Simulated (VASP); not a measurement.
# AlN (P1) in VASP: a series of runs

AlN is run at these levels: LDA; tasks: single point.

Program: VASP 6.6.1. These are calculated values, not measurements. Logs are shortened: lines on timing, memory, paths and dates and some standing lists are left out, and cuts for length are marked.

### Step 1. The cell of the first run

The typed cell holds 8 atoms: a = 3.089 Å, b = 3.089 Å, c = 9.618 Å, α = 85.40°, β = 87.70°, γ = 60.00°.

### Step 2. Single point, LDA (the part above a cut slid along it)

INCAR reads:

```
ALGO = Normal
EDIFF = 1E-7
ENCUT = 520
GGA = CA
ISIF = 2
ISMEAR = 0
LASPH = T
LCHARG = F
LREAL = F
LWAVE = F
NBANDS = 26
NELM = 60
PREC = Accurate
SIGMA = 0.05
```

KPOINTS reads:

```
k-points
0
Gamma
  8 8 3
```

POSCAR reads:

```
AlN
1.0
   -3.0886152975      0.0000000000      0.0000000000
   -1.5443076488     -2.6748193102      0.0000000000
   -0.3860769122     -0.6687048275      9.5871685333
Al N
4 4
Direct
    0.3333333333      0.1001297600      0.9328142931
    0.3333333333      0.2290412382      0.4171683806
    0.6666666667      0.6268303106      0.1593454244
    0.6666666667      0.4979188324      0.6749913369
    0.3333333333      0.3087139504      0.0984775319
    0.3333333333      0.1798024722      0.6141234444
    0.6666666667      0.5775915446      0.3563004881
    0.6666666667      0.4486800665      0.8719464006
```

Potentials or basis: VASP PAW LDA potentials, release 64 (Al, N).

Launch:

```bash
$ cat potpaw_LDA.64/Al/POTCAR potpaw_LDA.64/N/POTCAR > POTCAR
$ mpirun -np 1 vasp_std > vasp.out
```

OUTCAR:

```text
EDIFF = 1E-7
   ENCUT = 520
   GGA = CA
   ISIF = 2
   ISMEAR = 0
   LASPH = T
   LREAL = F
   NELM = 60
   PREC = Accurate

 ion  position               nearest neighbor table
   1  0.333  0.100  0.933-   5 1.77   8 1.88   8 1.88   8 1.88   3 2.47   3 2.91   4 3.05   4 3.05
                             4 3.05   3 3.30
   2  0.333  0.229  0.417-   7 1.88   7 1.88   7 1.88   6 1.89   3 3.05   3 3.05   3 3.05   4 3.05
                             4 3.05   4 3.05
   3  0.667  0.627  0.159-   5 1.88   5 1.88   5 1.88   7 1.89   1 2.47   1 2.91   2 3.05   2 3.05
                             2 3.05   1 3.30
   4  0.667  0.498  0.675-   6 1.88   6 1.88   6 1.88   8 1.89   1 3.05   1 3.05   1 3.05   2 3.05
                             2 3.05   2 3.05
   5  0.333  0.309  0.098-   1 1.77   3 1.88   3 1.88   3 1.88
   6  0.333  0.180  0.614-   4 1.88   4 1.88   4 1.88   2 1.89
   7  0.667  0.578  0.356-   2 1.88   2 1.88   2 1.88   3 1.89
   8  0.667  0.449  0.872-   1 1.88   1 1.88   1 1.88   4 1.89

  LATTYP: Found a base centered monoclinic cell.
 ALAT       =     3.0886152976
 B/A-ratio  =     1.7320508075
 C/A-ratio  =     3.1140857989
 COS(beta)  =    -0.0802803828

  Lattice vectors:

 A1 = (   3.0886152975,   0.0000000000,   0.0000000000)
 A2 = (  -1.5443076487,   2.6748193102,   0.0000000000)
 A3 = (  -0.3860769122,  -0.6687048275,   9.5871685333)

Analysis of symmetry for initial positions (statically):
=====================================================================
 Subroutine PRICEL returns:
 Original cell was already a primitive cell.

 Routine SETGRP: Setting up the symmetry group for a
 base centered monoclinic supercell.

 Subroutine GETGRP returns: Found  1 space group operations
 (whereof  1 operations were pure point group operations)
 out of a pool of  4 trial point group operations.

The static configuration has the point symmetry C_1 .

Analysis of symmetry for dynamics (positions and initial velocities):
=====================================================================
 Subroutine PRICEL returns:
 Original cell was already a primitive cell.

 Routine SETGRP: Setting up the symmetry group for a
 base centered monoclinic supercell.

 Subroutine GETGRP returns: Found  1 space group operations
 (whereof  1 operations were pure point group operations)
 out of a pool of  4 trial point group operations.

The dynamic configuration has the point symmetry C_1 .

 Subroutine INISYM returns: Found  1 space group operations
 (whereof  1 operations are pure point group operations),
 and found     1 'primitive' translations

----------------------------------------------------------------------------------------

                                     Primitive cell

  volume of cell :      79.2043

  direct lattice vectors                    reciprocal lattice vectors
    -3.088615298  0.000000000  0.000000000    -0.323769684  0.186928514 -0.000000000
    -1.544307649 -2.674819310  0.000000000     0.000000000 -0.373857029 -0.026076521
    -0.386076912 -0.668704828  9.587168533     0.000000000  0.000000000  0.104306083

  length of vectors
     3.088615298  3.088615298  9.618213036     0.373857029  0.374765344  0.104306083

  position of ions in fractional coordinates (direct lattice)
     0.333333333  0.100129760  0.932814293
     0.333333333  0.229041238  0.417168381
     0.666666667  0.626830311  0.159345424
     0.666666667  0.497918832  0.674991337
     0.333333333  0.308713950  0.098477532
     0.333333333  0.179802472  0.614123444
     0.666666667  0.577591545  0.356300488
     0.666666667  0.448680067  0.871946401

  ion indices of the primitive-cell ions
   primitive index   ion index
                 1           1
                 2           2
                 3           3
                 4           4
                 5           5
                 6           6
                 7           7
                 8           8

----------------------------------------------------------------------------------------

 KPOINTS: k-points

Automatic generation of k-mesh.
 Grid dimensions read from file:
 generate k-points for:    8    8    3

 Generating k-lattice:

  Cartesian coordinates                     Fractional coordinates (reciprocal lattice)
    -0.040471211  0.023366064 -0.000000000     0.125000000  0.000000000 -0.000000000
     0.000000000 -0.046732129 -0.003259565     0.000000000  0.125000000  0.000000000
     0.000000000  0.000000000  0.034768694     0.000000000  0.000000000  0.333333333

  Length of vectors
     0.046732129  0.046845668  0.034768694

  Shift w.r.t. Gamma in fractional coordinates (k-lattice)
     0.000000000  0.000000000  0.000000000

 Subroutine IBZKPT returns following result:
 ===========================================

 Found     98 irreducible k-points:

 Following reciprocal coordinates:
            Coordinates               Weight
  0.000000  0.000000  0.000000      1.000000
[... 31 lines left out ...]
   IBRION =     -1    ionic relax: 0-MD 1-quasi-New 2-CG
   NFREE  =      0    steps in history (QN), initial steepest desc. (CG)
   ISIF   =      2    stress and relaxation
   ISYM   =      2    0-nonsym 1-usesym 2-fastsym
   POTIM  = 0.5000    time-step for ionic-motion
   TEBEG  =    0.0;   TEEND  =   0.0 temperature during run
   PSTRESS=    0.0 pullay stress
   NELECT =      32.0000    total number of electrons
   NUPDOWN=      -1.0000    fix difference up-down
   EMIN   =  10.00;   EMAX   =-10.00  energy-range for DOS
   EFERMI =   0.00;   METHOD = LEGACY
   ISMEAR =     0;   SIGMA  =   0.05  broadening in eV -4-tet -1-fermi 0-gaus
   EFERMI_NEDOS =   21; number of points for ismear=-14 and -15
   IALGO  =     38    algorithm
   IMIX   =      4    mixing-type and parameters
     AMIX     =   0.40;   BMIX     =  1.00
     AMIX_MAG =   1.60;   BMIX_MAG =  1.00
  volume/ion in A,a.u.               =       9.90        66.81
  Fermi-wavevector in a.u.,A,eV,Ry     =   1.210251  2.287042 19.928540  1.464706
  Thomas-Fermi vector in A             =   2.345803
   LORBIT       =      0    0 simple, 1 ext, 2 COOP (PROOUT), +10 PAW based schemes
   GGA     = CA    functional components
   LHFCALC =     F    Hartree Fock is set to
   AEXX    =    0.0000 exact exchange contribution
   IVDW    =     0    specifies the selected vdW correction
   LEPSILON=     F    determine dielectric tensor
   LRPA    =     F    only Hartree local field effects (RPA)
 non-spin polarized calculation
 Gauss-broadening in eV      SIGMA  =   0.05
  energy-cutoff  :      520.00
  volume of cell :       79.20
 maximum number of plane-waves:      2146
   NGX = 11   NGY = 11   NGZ = 35

 number of electron      31.9999999 magnetization

 Free energy of the ion-electron system (eV)
  ---------------------------------------------------
  ext. energy  EPLUGINS =         0.00000000
  ---------------------------------------------------
  free energy    TOTEN  =       -64.35419421 eV

  energy without entropy =      -64.35419421  energy(sigma->0) =      -64.35419421

 E-fermi :   7.3444     XC(G=0): -11.4918

 val. band max:        7.1135586074   @ k =   0.0000   0.0000   0.0000
 cond. band min:      10.6114222049   @ k =   0.0000   0.0000   0.0000
 fundamental gap:      3.4978635975
 Fermi energy:         7.3443851539

 k-point     1 :       0.0000    0.0000    0.0000
  band No.  band energies     occupation
      1      -9.2122      2.00000
      2      -8.0015      2.00000
      3      -7.5954      2.00000
      4      -6.2320      2.00000
      5       0.2540      2.00000
      6       3.1190      2.00000
[... 18 lines left out ...]
     25      17.7307      0.00000
     26      17.8926      0.00000

 k-point     2 :       0.1250    0.0000    0.0000
  band No.  band energies     occupation
      1      -9.0066      2.00000
      2      -7.8157      2.00000
      3      -7.4152      2.00000
      4      -6.1197      2.00000
      5       0.4906      2.00000
      6       3.0298      2.00000
[... 18 lines left out ...]
     25      17.3178      0.00000
[... 608 lines left out ...]
     25      17.8543      0.00000
     26      18.0606      0.00000

 k-point    24 :       0.1250    0.3750    0.0000
  band No.  band energies     occupation
      1      -7.9330      2.00000
      2      -6.9141      2.00000
      3      -6.4811      2.00000
      4      -5.6634      2.00000
      5       0.7941      2.00000
      6       1.7409      2.00000
[... 18 lines left out ...]
     25      17.4087      0.00000
     26      17.6677      0.00000

 [... further k-points ...]

------------------------ aborting loop because EDIFF is reached ----------------------------------------

  FORCE on cell =-STRESS in cart. coord.  units (eV):
  Direction    XX          YY          ZZ          XY          YZ          ZX
  --------------------------------------------------------------------------------------
  -------------------------------------------------------------------------------------
  Total        1.6543042     -0.9670338     10.2928933     -0.8336143      2.2827395      1.8959247
  in kB       33.4639597    -19.5615648    208.2089639    -16.8627003     46.1762123     38.3515595
  external PRESSURE =      74.0371196 kB  Pullay stress =       0.0000000 kB

 VOLUME and BASIS-vectors are now :
 -----------------------------------------------------------------------------
  energy-cutoff  :      520.00
  volume of cell :       79.20
      direct lattice vectors                 reciprocal lattice vectors
    -3.088615298  0.000000000  0.000000000    -0.323769684  0.186928514 -0.000000000
    -1.544307649 -2.674819310  0.000000000     0.000000000 -0.373857029 -0.026076521
    -0.386076912 -0.668704828  9.587168533     0.000000000  0.000000000  0.104306083

 POSITION                                       TOTAL-FORCE (eV/Angst)
 -----------------------------------------------------------------------------------
     -1.54431     -0.89161      8.94305         0.274530     -0.866528     -3.990764
     -1.54431     -0.89161      3.99946         0.010664      0.016470      0.230407
     -3.08862     -1.78321      1.52767        -0.216160      0.782129      2.091181
     -3.08862     -1.78321      6.47126        -0.091207     -0.043114      0.165724
     -1.54431     -0.89161      0.94412         0.829940      0.252726      3.183015
     -1.54431     -0.89161      5.88770        -0.022146      0.009791     -0.260383
     -3.08862     -1.78321      3.41591         0.049012     -0.000029     -0.249382
     -3.08862     -1.78321      8.35950        -0.834633     -0.151446     -1.169797
 -----------------------------------------------------------------------------------
    total drift:                               -0.000175     -0.000260     -0.000752

  FREE ENERGIE OF THE ION-ELECTRON SYSTEM (eV)
  ---------------------------------------------------
  free  energy   TOTEN  =       -64.3541942132 eV

  energy  without entropy=      -64.3541942132  energy(sigma->0) =      -64.35419421
```

Run time: 2.7 min. Hardware: 1 thread of Intel Xeon Platinum 8488C (Sapphire Rapids), shared host; peak memory 0.26 GiB.

Results:

```yaml
Free_energy: -64.3542 eV
Pressure: 7.4 GPa
Largest_force: 4.093 eV/Å
Band_gap_on_the_k_mesh: 3.50 eV
```

Forces on the atoms (eV/Å):
```
Al   0.275 -0.867 -3.991
Al   0.011  0.016  0.230
Al  -0.216  0.782  2.091
Al  -0.091 -0.043  0.166
N    0.830  0.253  3.183
N   -0.022  0.010 -0.260
N    0.049  0.000 -0.249
N   -0.835 -0.151 -1.170
```

Stress tensor (GPa, compression positive):
```
 3.35 -1.69  3.84
-1.69 -1.96  4.62
 3.84  4.62 20.82
```

Caveat: the cell differs from its parent crystal (the part above a cut slid along it); the stress differs along the axes, from -2 to 21 GPa; forces of over 1 eV/Å act on the atoms, so gaps and moduli don't describe the material at rest. A k mesh can miss the band edges.

### Step 3. Single point, LDA (the part above a cut slid along it)

INCAR reads:

```
SYSTEM = AlN
PREC = Accurate ; ENCUT = 520
EDIFF = 1E-6 ; ISMEAR = 0
SIGMA = 0.05 ; LREAL = .FALSE.
LASPH = .TRUE. ; NELM = 60
ALGO = Normal ; ISIF = 2
LWAVE = .FALSE. ; LCHARG = .TRUE.
LELF = .TRUE. ; LVHAR = .TRUE.
NBANDS = 26
```

KPOINTS reads:

```
regular mesh
0
G
  8 8 3
  0 0 0
```

POSCAR reads:

```
AlN
1.0
   -3.0886152975      0.0000000000      0.0000000000
   -1.5443076488     -2.6748193102      0.0000000000
   -0.6434615203     -1.1145080459      9.5871685333
Al N
4 4
Direct
    0.3333333333     -0.0553392888      0.9328142931
    0.3333333333      0.1595131747      0.4171683806
    0.6666666667      0.6002727398      0.1593454244
    0.6666666667      0.3854202763      0.6749913369
    0.3333333333      0.2923010284      0.0984775319
    0.3333333333      0.0774485649      0.6141234444
    0.6666666667      0.5182081300      0.3563004881
    0.6666666667      0.3033556664      0.8719464006
```

Potentials or basis: VASP PAW LDA potentials, release 64 (Al, N).

Launch:

```bash
$ cat potpaw_LDA.64/Al/POTCAR potpaw_LDA.64/N/POTCAR > POTCAR
$ mpirun -np 1 vasp_std > vasp.out
```

Wall time 2.3 min (1 thread of Intel Xeon Platinum 8488C (Sapphire Rapids), shared host); peak memory 0.26 GiB.

The run converged. Its results:

```yaml
Free_energy: -63.5995 eV
Pressure: 4.9 GPa
Largest_force: 3.574 eV/Å
Band_gap_on_the_k_mesh: 2.12 eV (least direct gap 2.75 eV)
```

Forces in eV/Å, atoms in the order of the input:
```
Al   0.622 -1.206 -2.598
Al   0.007  0.011  0.250
Al  -0.785  0.791  3.396
Al  -0.129  0.021  0.134
N    1.518  0.063  1.363
N   -0.044  0.024 -0.326
N    0.101 -0.038 -0.288
N   -1.290  0.334 -1.930
```

Stress tensor (GPa, compression positive):
```
 1.16 -6.07  4.93
-6.07 -8.07  2.66
 4.93  2.66 21.68
```

Levels at points of the mesh, in eV from the valence-band top:
```tsv
k point	band 14	band 15	band 16	band 17	band 18	band 19
(0.00, 0.00, 0.00)	-1.00	-0.95	0.00	2.75	4.80	5.89
(0.50, 0.00, 0.00)	-2.00	-1.63	-1.22	2.18	4.52	5.00
(0.00, 0.50, 0.00)	-2.26	-1.71	-0.65	2.98	4.70	4.91
(0.50, 0.50, 0.00)	-2.14	-1.60	-0.56	2.82	4.35	4.84
```

Caveat: the cell differs from its parent crystal (the part above a cut slid along it); the stress differs along the axes, from -8 to 22 GPa; forces of over 1 eV/Å act on the atoms, so gaps and moduli don't describe the material at rest.

### Step 4. Single point, LDA (the part above a cut slid along it)

INCAR reads:

```
SYSTEM = AlN
  PREC = Accurate
  ENCUT = 520
  EDIFF = 1E-7
  ISMEAR = 0
  SIGMA = 0.05
  LREAL = .FALSE.
  LASPH = .TRUE.
  NELM = 60
  ALGO = Normal
  ISIF = 2
  LWAVE = .FALSE.
  LCHARG = .FALSE.
  NBANDS = 26
```

KPOINTS reads:

```
Automatic mesh
0
G
  8 8 3
  0 0 0
```

POSCAR reads:

```
AlN
1.0
   -3.0886152975      0.0000000000      0.0000000000
   -1.5443076488     -2.6748193102      0.0000000000
   -0.1286923041     -0.2229016092      9.5871685333
Al N
4 4
Direct
    0.3333333333      0.2555988089      0.9328142931
    0.3333333333      0.2985693016      0.4171683806
    0.6666666667      0.6533878813      0.1593454244
    0.6666666667      0.6104173886      0.6749913369
    0.3333333333      0.3251268723      0.0984775319
    0.3333333333      0.2821563796      0.6141234444
    0.6666666667      0.6369749593      0.3563004881
    0.6666666667      0.5940044666      0.8719464006
```

Launch:

```bash
$ cat potpaw_LDA.64/Al/POTCAR potpaw_LDA.64/N/POTCAR > POTCAR
$ mpirun -np 1 vasp_std > vasp.out
```

Run time: 2.4 min. Hardware: 1 thread of Intel Xeon Platinum 8488C (Sapphire Rapids), shared host; peak memory 0.26 GiB.

The run converged. Its results:

```yaml
Free_energy: -64.6125 eV
Pressure: 11.1 GPa
Largest_force: 7.840 eV/Å
Band_gap_on_the_k_mesh: 4.41 eV
```

Forces in eV/Å, atoms in the order of the input:
```
Al   0.240  0.227 -7.833
Al   0.004  0.006  0.263
Al   0.066  0.266  0.823
Al  -0.025 -0.029  0.268
N   -0.102 -0.313  7.625
N   -0.003  0.000 -0.264
N    0.007  0.003 -0.277
N   -0.187 -0.161 -0.604
```

Stress tensor (GPa, compression positive):
```
 3.02  0.17  0.41
 0.17  1.89  0.55
 0.41  0.55 28.34
```

Levels at points of the mesh, in eV from the valence-band top:
| k point | band 13 | band 14 | band 15 | band 16 | band 17 | band 18 | band 19 | band 20 |
| --- | --- | --- | --- | --- | --- | --- | --- | --- |
| (0.00, 0.00, 0.00) | -0.57 | -0.29 | -0.20 | 0.00 | 4.41 | 6.11 | 6.55 | 6.89 |
| (0.50, 0.00, 0.00) | -1.62 | -1.46 | -1.29 | -0.68 | 4.93 | 5.26 | 5.61 | 5.87 |
| (0.00, 0.50, 0.00) | -1.65 | -1.51 | -1.28 | -0.67 | 5.03 | 5.33 | 5.62 | 5.72 |
| (0.50, 0.50, 0.00) | -1.59 | -1.49 | -1.15 | -0.72 | 4.85 | 5.22 | 5.53 | 6.06 |

Caveat: the cell differs from its parent crystal (the part above a cut slid along it); the stress differs along the axes, from 2 to 28 GPa; forces of over 1 eV/Å act on the atoms, so gaps and moduli don't describe the material at rest. A k mesh can miss the band edges.

### Step 5. Single point, LDA

This run uses another cell than the first one, of 10.21 Å³/atom.

INCAR reads:

```
SYSTEM = AlN
ALGO = Normal
EDIFF = 1E-6
ENCUT = 520
ISIF = 2
ISMEAR = 0
LASPH = .True.
LCHARG = .True.
LELF = .True.
LREAL = .False.
LVHAR = .True.
LWAVE = .False.
NBANDS = 26
NELM = 60
PREC = Accurate
SIGMA = 0.05
```

KPOINTS reads:

```
k-points
0
Gamma
  8 8 3
  0 0 0
```

POSCAR reads:

```
AlN
1.0
   -3.0886152975      0.0000000000      0.0000000000
   -1.5443076488     -2.6748193102      0.0000000000
   -0.2573846081     -0.4458032184      9.8871685333
Al N
4 4
Direct
    0.3333333333      0.1825815819      0.9045105086
    0.3333333333      0.2659149152      0.4045105086
    0.6666666667      0.6409149152      0.1545105086
    0.6666666667      0.5575815819      0.6545105086
    0.3333333333      0.3174184181      0.0954894914
    0.3333333333      0.2340850848      0.5954894914
    0.6666666667      0.6090850848      0.3454894914
    0.6666666667      0.5257517514      0.8454894914
```

Launch:

```bash
$ cat potpaw_LDA.64/Al/POTCAR potpaw_LDA.64/N/POTCAR > POTCAR
$ mpirun -np 1 vasp_std > vasp.out
```

Run time: 3 min. Hardware: 1 thread of Intel Xeon Platinum 8488C (Sapphire Rapids), shared host; peak memory 0.26 GiB.

The run converged. Its results:

- Free energy: -65.3745 eV
- Pressure: 0.1 GPa
- Largest force: 1.000 eV/Å
- Band gap on the k mesh: 4.10 eV

Forces in eV/Å, atoms in the order of the input:
```
Al  -0.328 -0.853  0.208
Al   0.007  0.011 -0.031
Al  -0.010  0.233  0.315
Al  -0.035 -0.026 -0.045
N    0.588  0.720 -0.367
N   -0.006  0.003  0.018
N    0.027  0.019  0.028
N   -0.242 -0.106 -0.125
```

Stress tensor (GPa, compression positive):
```
 0.81 -0.56  2.91
-0.56 -1.54  4.25
 2.91  4.25  1.06
```

Levels at points of the mesh, in eV from the valence-band top:
```tsv
k point	band 12	band 13	band 14	band 15	band 16	band 17	band 18	band 19	band 20	band 21
(0.00, 0.00, 0.00)	-0.74	-0.68	-0.51	-0.40	0.00	4.10	6.17	6.40	6.54	9.90
(0.50, 0.00, 0.00)	-1.84	-1.65	-1.60	-1.38	-0.87	4.83	5.05	5.47	5.64	7.58
(0.00, 0.50, 0.00)	-1.87	-1.75	-1.69	-1.28	-0.84	4.64	5.21	5.36	5.71	7.74
(0.50, 0.50, 0.00)	-1.76	-1.70	-1.60	-1.15	-0.92	4.67	4.99	5.48	5.91	8.00
```

A k mesh can miss the band edges.

### Step 6. Overview

```tsv
cell	gap on the mesh (eV)	pressure (GPa)	largest force (eV/Å)
a = 3.089, b = 3.089, c = 9.618 Å, angles 85.4, 87.7, 60.0°, 8 atoms	3.50	7.4	4.09
a = 3.089, b = 3.089, c = 9.673 Å, angles 82.4, 86.2, 60.0°, 8 atoms	2.12	4.9	3.57
a = 3.089, b = 3.089, c = 9.591 Å, angles 88.5, 89.2, 60.0°, 8 atoms	4.41	11.1	7.84
a = 3.089, b = 3.089, c = 9.901 Å, angles 87.0, 88.5, 60.0°, 8 atoms	4.10	0.1	1.00
```

Alike in all rows: task single point; level LDA; potentials or basis VASP PAW LDA potentials, release 64 (Al, N); no spin polarisation; k mesh 8 × 8 × 3; cutoff (eV) 520; smearing gaussian 0.05 eV.

Caveats: forces of over 1 eV/Å act on the atoms, so gaps and moduli don't describe the material at rest (at least some runs); the stress differs along the axes, from -2 to 21 GPa (at least some runs); the stress differs along the axes, from -8 to 22 GPa (at least some runs); the stress differs along the axes, from 2 to 28 GPa (at least some runs).

Total energies depend on the potentials used, so only differences within one code and one set of settings carry meaning.
